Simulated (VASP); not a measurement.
# Li (Fm-3m) in VASP: notebook

Runs on Li. Level: PBEsol. Tasks: single point.

Everything below comes from runs of VASP 6.6.1. Logs are shortened: lines on timing, memory, paths and dates and some standing lists are left out, and cuts for length are marked.

### Step 1. The cell of the first run

Symmetry: Fm-3m, No. 225, cubic system. The conventional cell has a = 4.314 Å, b = 4.314 Å, c = 4.314 Å, α = 90.00°, β = 90.00°, γ = 90.00°. Within 4.0 Å of Li (site symmetry m-3m) lie 12 Li at 3.05 Å.

### Step 2. Single point, PBEsol (volume scaled by 0.94)

The input, INCAR:

```
SYSTEM = Li
ALGO = Normal ; EDIFF = 1E-6
ENCUT = 750 ; GGA = PS
GGA_COMPAT = .FALSE. ; ISIF = 2
ISMEAR = -1 ; LASPH = .TRUE.
LCHARG = .TRUE. ; LELF = .TRUE.
LREAL = .FALSE. ; LVHAR = .TRUE.
LWAVE = .FALSE. ; NBANDS = 8
NELM = 120 ; PREC = Accurate
SIGMA = 0.08
```

The input, KPOINTS:

```
k-points
0
G
  13 13 13
  0 0 0
```

The input, POSCAR:

```
Li
1.0
    0.0000000000      2.1570486114      2.1570486114
    2.1570486114      0.0000000000      2.1570486114
    2.1570486114      2.1570486114      0.0000000000
Li
1
Direct
    0.0000000000      0.0000000000      0.0000000000
```

Potentials or basis: VASP PAW PBE potentials, release 64 (Li_sv).

Command:

```sh
cat potpaw_PBE.64/Li_sv/POTCAR > POTCAR
mpirun -np 1 vasp_std > vasp.out
```

OUTCAR:

```text
SYSTEM = Li
   EDIFF = 1E-6
   ENCUT = 750
   GGA = PS
   ISIF = 2
   ISMEAR = -1
   LASPH = .TRUE.
   LREAL = .FALSE.
   NELM = 120
   PREC = Accurate

 ion  position               nearest neighbor table
   1  0.000  0.000  0.000-

  LATTYP: Found a face centered cubic cell.
 ALAT       =     4.3140972228

  Lattice vectors:

 A1 = (   0.0000000000,   2.1570486114,   2.1570486114)
 A2 = (   2.1570486114,   0.0000000000,   2.1570486114)
 A3 = (   2.1570486114,   2.1570486114,   0.0000000000)

Analysis of symmetry for initial positions (statically):
=====================================================================
 Subroutine PRICEL returns:
 Original cell was already a primitive cell.

 Routine SETGRP: Setting up the symmetry group for a
 face centered cubic supercell.

 Subroutine GETGRP returns: Found 48 space group operations
 (whereof 48 operations were pure point group operations)
 out of a pool of 48 trial point group operations.

The static configuration has the point symmetry O_h .

Analysis of symmetry for dynamics (positions and initial velocities):
=====================================================================
 Subroutine PRICEL returns:
 Original cell was already a primitive cell.

 Routine SETGRP: Setting up the symmetry group for a
 face centered cubic supercell.

 Subroutine GETGRP returns: Found 48 space group operations
 (whereof 48 operations were pure point group operations)
 out of a pool of 48 trial point group operations.

The dynamic configuration has the point symmetry O_h .

 Subroutine INISYM returns: Found 48 space group operations
 (whereof 48 operations are pure point group operations),
 and found     1 'primitive' translations

----------------------------------------------------------------------------------------

                                     Primitive cell

  volume of cell :      20.0729

  direct lattice vectors                    reciprocal lattice vectors
     0.000000000  2.157048611  2.157048611    -0.231798207  0.231798207  0.231798207
     2.157048611  0.000000000  2.157048611     0.231798207 -0.231798207  0.231798207
     2.157048611  2.157048611  0.000000000     0.231798207  0.231798207 -0.231798207

  length of vectors
     3.050527401  3.050527401  3.050527401     0.401486271  0.401486271  0.401486271

  position of ions in fractional coordinates (direct lattice)
     0.000000000  0.000000000  0.000000000

  ion indices of the primitive-cell ions
   primitive index   ion index
                 1           1

----------------------------------------------------------------------------------------

 KPOINTS: k-points

Automatic generation of k-mesh.
 Grid dimensions read from file:
 generate k-points for:   13   13   13

 Generating k-lattice:

  Cartesian coordinates                     Fractional coordinates (reciprocal lattice)
    -0.017830631  0.017830631  0.017830631     0.076923077  0.000000000  0.000000000
     0.017830631 -0.017830631  0.017830631     0.000000000  0.076923077  0.000000000
     0.017830631  0.017830631 -0.017830631     0.000000000  0.000000000  0.076923077

  Length of vectors
     0.030883559  0.030883559  0.030883559

  Shift w.r.t. Gamma in fractional coordinates (k-lattice)
     0.000000000  0.000000000  0.000000000

 Subroutine IBZKPT returns following result:
 ===========================================

 Found     84 irreducible k-points:

 Following reciprocal coordinates:
            Coordinates               Weight
  0.000000  0.000000  0.000000      1.000000
  0.076923  0.000000  0.000000      8.000000
  0.153846  0.000000  0.000000      8.000000
  0.230769  0.000000  0.000000      8.000000
  0.307692  0.000000  0.000000      8.000000
  0.384615  0.000000  0.000000      8.000000
[... 16 lines left out ...]
  0.384615  0.153846  0.000000     24.000000
  0.461538  0.153846  0.000000     24.000000
 [... further k-points ...]
   k-points           NKPTS =     84   k-points in BZ     NKDIM =     84   number of bands    NBANDS=      8
   number of dos      NEDOS =    301   number of ions     NIONS =      1
   total plane-waves  NPLWV =  21952
   dimension x,y,z NGX =    28 NGY =   28 NGZ =   28
   dimension x,y,z NGXF=    56 NGYF=   56 NGZF=   56
   ions per type =               1
   NGX,Y,Z   is equivalent  to a cutoff of  15.26, 15.26, 15.26 a.u.
   NGXF,Y,Z  is equivalent  to a cutoff of  30.52, 30.52, 30.52 a.u.
 SYSTEM =  Li
   PREC   = accura    normal or accurate (medium, high low for compatibility)
   ISTART =      0    job   : 0-new  1-cont  2-samecut
   ICHARG =      2    charge: 1-file 2-atom 10-const
   ISPIN  =      1    spin polarized calculation?
   LNONCOLLINEAR =      F non collinear calculations
   LSORBIT =      F    spin-orbit coupling
   LASPH  =      T    aspherical Exc in radial PAW
   ENCUT  =  750.0 eV  55.12 Ry    7.42 a.u.   6.81  6.81  6.81*2*pi/ulx,y,z
   NELM   =    120;   NELMIN=  2; NELMDL= -5     # of ELM steps
   EDIFF  = 0.1E-05   stopping-criterion for ELM
   LREAL  =      F    real-space projection
   EDIFFG = 0.1E-04   stopping-criterion for IOM
   NSW    =      0    number of steps for IOM
   IBRION =     -1    ionic relax: 0-MD 1-quasi-New 2-CG
   NFREE  =      0    steps in history (QN), initial steepest desc. (CG)
   ISIF   =      2    stress and relaxation
   ISYM   =      2    0-nonsym 1-usesym 2-fastsym
   POTIM  = 0.5000    time-step for ionic-motion
   TEBEG  =    0.0;   TEEND  =   0.0 temperature during run
   PSTRESS=    0.0 pullay stress
   NELECT =       3.0000    total number of electrons
   NUPDOWN=      -1.0000    fix difference up-down
   EMIN   =  10.00;   EMAX   =-10.00  energy-range for DOS
   EFERMI =   0.00;   METHOD = LEGACY
   ISMEAR =    -1;   SIGMA  =   0.08  broadening in eV -4-tet -1-fermi 0-gaus
   EFERMI_NEDOS =   21; number of points for ismear=-14 and -15
   IALGO  =     38    algorithm
   IMIX   =      4    mixing-type and parameters
     AMIX     =   0.40;   BMIX     =  1.00
     AMIX_MAG =   1.60;   BMIX_MAG =  1.00
  volume/ion in A,a.u.               =      20.07       135.46
  Fermi-wavevector in a.u.,A,eV,Ry     =   0.868784  1.641764 10.269490  0.754786
  Thomas-Fermi vector in A             =   1.987513
   LORBIT       =      0    0 simple, 1 ext, 2 COOP (PROOUT), +10 PAW based schemes
   GGA     = PS    functional components
   LHFCALC =     F    Hartree Fock is set to
   AEXX    =    0.0000 exact exchange contribution
   IVDW    =     0    specifies the selected vdW correction
   LEPSILON=     F    determine dielectric tensor
   LRPA    =     F    only Hartree local field effects (RPA)
 non-spin polarized calculation
  energy-cutoff  :      750.00
  volume of cell :       20.07
 maximum number of plane-waves:       952
   NGX = 13   NGY = 13   NGZ = 13

 number of electron       2.9999999 magnetization

 Free energy of the ion-electron system (eV)
  ---------------------------------------------------
  ext. energy  EPLUGINS =         0.00000000
  ---------------------------------------------------
  free energy    TOTEN  =        -1.97147408 eV

  energy without entropy =       -1.95907642  energy(sigma->0) =       -1.96527525

 E-fermi :   0.6726     XC(G=0):  -7.0417

 val. band max:        0.6474258113   @ k =  -0.2308   0.3077   0.0769
 cond. band min:       0.6982202983   @ k =  -0.3846   0.1538   0.0000
 fundamental gap:      0.0507944870
 Fermi energy:         0.6726414601

 k-point     1 :       0.0000    0.0000    0.0000
  band No.  band energies     occupation
      1     -45.2330      2.00000
      2      -2.9260      2.00000
      3      15.1263      0.00000
      4      15.1263      0.00000
      5      15.1264      0.00000
      6      18.9853      0.00000
      7      18.9853      0.00000
      8      18.9853      0.00000

 k-point     2 :       0.0769    0.0000    0.0000
  band No.  band energies     occupation
      1     -45.2319      2.00000
      2      -2.8196      2.00000
      3      13.9753      0.00000
      4      14.8857      0.00000
      5      14.8857      0.00000
      6      18.2376      0.00000
      7      19.4106      0.00000
      8      19.4106      0.00000

 k-point     3 :       0.1538    0.0000    0.0000
  band No.  band energies     occupation
      1     -45.2287      2.00000
      2      -2.5005      2.00000
      3      11.6596      0.00000
      4      14.4031      0.00000
      5      14.4032      0.00000
      6      18.3134      0.00000
      7      20.1567      0.00000
      8      20.1567      0.00000

 k-point     4 :       0.2308    0.0000    0.0000
  band No.  band energies     occupation
      1     -45.2243      2.00000
      2      -1.9710      2.00000
      3       9.2600      0.00000
      4      13.9550      0.00000
      5      13.9550      0.00000
      6      18.6558      0.00000
      7      19.7171      0.00000
      8      19.7171      0.00000

 k-point     5 :       0.3077    0.0000    0.0000
  band No.  band energies     occupation
      1     -45.2196      2.00000
      2      -1.2404      2.00000
      3       7.0554      0.00000
      4      13.6395      0.00000
      5      13.6395      0.00000
      6      18.6042      0.00000
      7      18.6675      0.00000
      8      18.6676      0.00000
[... 177 lines left out ...]
 k-point    22 :       0.3077    0.1538    0.0000
  band No.  band energies     occupation
      1     -45.2198      2.00000
      2      -1.3582      2.00000
      3       8.7259      0.00000
      4      11.6518      0.00000
      5      13.6235      0.00000
      6      15.1080      0.00000
      7      17.5088      0.00000
      8      22.4954      0.00000

 k-point    23 :       0.3846    0.1538    0.0000
  band No.  band energies     occupation
      1     -45.2157      2.00000
      2      -0.5538      2.00000
      3       6.6261      0.00000
      4      11.5015      0.00000
      5      12.5510      0.00000
      6      15.0062      0.00000
      7      19.0539      0.00000
      8      21.4010      0.00000

 k-point    24 :       0.4615    0.1538    0.0000
  band No.  band energies     occupation
      1     -45.2127      2.00000
      2       0.3877      1.94479
      3       4.8459      0.00000
      4      11.6029      0.00000
      5      11.6634      0.00000
      6      15.0542      0.00000
      7      20.4432      0.00000
      8      20.7368      0.00000

 [... further k-points ...]

------------------------ aborting loop because EDIFF is reached ----------------------------------------

  FORCE on cell =-STRESS in cart. coord.  units (eV):
  Direction    XX          YY          ZZ          XY          YZ          ZX
  --------------------------------------------------------------------------------------
  -------------------------------------------------------------------------------------
  Total       -0.0012196     -0.0012196     -0.0012196      0.0000000      0.0000000      0.0000000
  in kB       -0.0973433     -0.0973433     -0.0973433      0.0000000      0.0000000      0.0000000
  external PRESSURE =      -0.0973433 kB  Pullay stress =       0.0000000 kB

 VOLUME and BASIS-vectors are now :
 -----------------------------------------------------------------------------
  energy-cutoff  :      750.00
  volume of cell :       20.07
      direct lattice vectors                 reciprocal lattice vectors
     0.000000000  2.157048611  2.157048611    -0.231798207  0.231798207  0.231798207
     2.157048611  0.000000000  2.157048611     0.231798207 -0.231798207  0.231798207
     2.157048611  2.157048611  0.000000000     0.231798207  0.231798207 -0.231798207

 POSITION                                       TOTAL-FORCE (eV/Angst)
 -----------------------------------------------------------------------------------
      0.00000      0.00000      0.00000         0.000000     -0.000000      0.000000
 -----------------------------------------------------------------------------------
    total drift:                               -0.000000     -0.000000     -0.000000

  FREE ENERGIE OF THE ION-ELECTRON SYSTEM (eV)
  ---------------------------------------------------
  free  energy   TOTEN  =        -1.9714740772 eV

  energy  without entropy=       -1.9590764239  energy(sigma->0) =       -1.96527525
```

It took 10 s on 1 thread of Intel Xeon Platinum 8559C (Emerald Rapids), shared host; peak memory 0.15 GiB.

Results:

- Free energy: -1.9715 eV
- Pressure: 0.0 GPa

Levels at points of the mesh, in eV from the Fermi level:
```csv
k point,band 1,band 2,band 3,band 4,band 5,band 6,band 7
"(0.00, 0.00, 0.00)",-45.91,-3.60,14.45,14.45,14.45,18.31,18.31
```

Caveat: the PAW data sets were made with another functional, which shifts forces and pressure a little.

(Part 1 of 2 ends here.)
